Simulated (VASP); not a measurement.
**Li2Bi: single point with PBE**

The system is Li2Bi.

```
Li Bi
1.0
     0.00000    3.99938    3.99938
     3.99938    0.00000    3.99938
     3.99938    3.99938    0.00000
Li Bi
4 2
Direct
  0.12500 0.12500 0.12500
  0.62500 0.12500 0.12500
  0.12500 0.12500 0.62500
  0.12500 0.62500 0.12500
  0.50000 0.50000 0.50000
  0.75000 0.75000 0.75000
```

```json
{
 "Program": "VASP 6.6.1",
 "Task": "single point",
 "Functional": "PBE",
 "Potentials or basis": "VASP PAW PBE potentials, release 64 (Li_sv, Bi_d)",
 "Cutoff": "520 eV",
 "k mesh": "8 × 8 × 8",
 "Occupations": "gaussian, width 0.1 eV",
 "Spin": "no spin polarisation",
 "Dipole correction": "no",
 "Further INCAR settings": "ALGO = Normal; EDIFF = 1e-06; NBANDS = 30"
}
```

| Item | Value |
| --- | --- |
| Band gap on the k mesh | zero (band 21 reaches 6.15 eV, above the bottom of band 22 at 3.17 eV) |

Levels at points of the mesh, in eV from the Fermi level:
```tsv
k point	band 18	band 19	band 20	band 21	band 22	band 23	band 24	band 25
(0.00, 0.00, 0.00)	-1.86	-1.86	-1.33	-1.33	-1.33	-0.22	0.59	2.57
(0.50, 0.00, 0.00)	-2.82	-2.82	-0.30	-0.30	-0.10	1.07	2.29	3.88
(0.50, 0.50, 0.00)	-3.53	-2.35	-2.35	1.65	1.65	2.01	2.01	4.69
```

Wall time 50 s on 1 thread of Intel(R) Xeon(R) 6975P-C (Granite Rapids) (shared host), peak memory 0.29 GiB.

Caveat: spin-orbit coupling is left out, which moves the levels of the heavy elements.
